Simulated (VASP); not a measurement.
Runs of VASP 6.6.1 on V. The structure is that of space group P6_3/mmc (No. 194), or close to it. The cells are those of the table. 

```tsv
cell	gap on the mesh (eV)	pressure (GPa)
a = 2.570, b = 2.570, c = 4.608 Å, angles 90.0, 90.0, 120.0°, 2 atoms	none	(b)
a = 2.251, b = 2.251, c = 4.108 Å, angles 90.0, 90.0, 120.0°, 2 atoms	none	164.1
a = 2.614, b = 2.614, c = 4.686 Å, angles 90.0, 90.0, 120.0°, 2 atoms	none	(a)
a = 2.126, b = 2.126, c = 3.897 Å, angles 90.0, 90.0, 120.0°, 2 atoms	none	303.9
a = 2.473, b = 2.473, c = 4.450 Å, angles 90.0, 90.0, 120.0°, 2 atoms	none	38.4
a = 2.367, b = 2.367, c = 4.288 Å, angles 90.0, 90.0, 120.0°, 2 atoms	none	85.1
```

Alike in all rows: task single point; level PBE; potentials or basis VASP PAW PBE potentials, release 64 (V_sv); no spin polarisation; k mesh 18 × 18 × 10; cutoff (eV) 520; smearing fermi-dirac 0.1 eV.

Estimate the missing entries.

(a) 0.2; (b) 10.0.

A gap of «none» marks levels without a gap at the run's occupations.
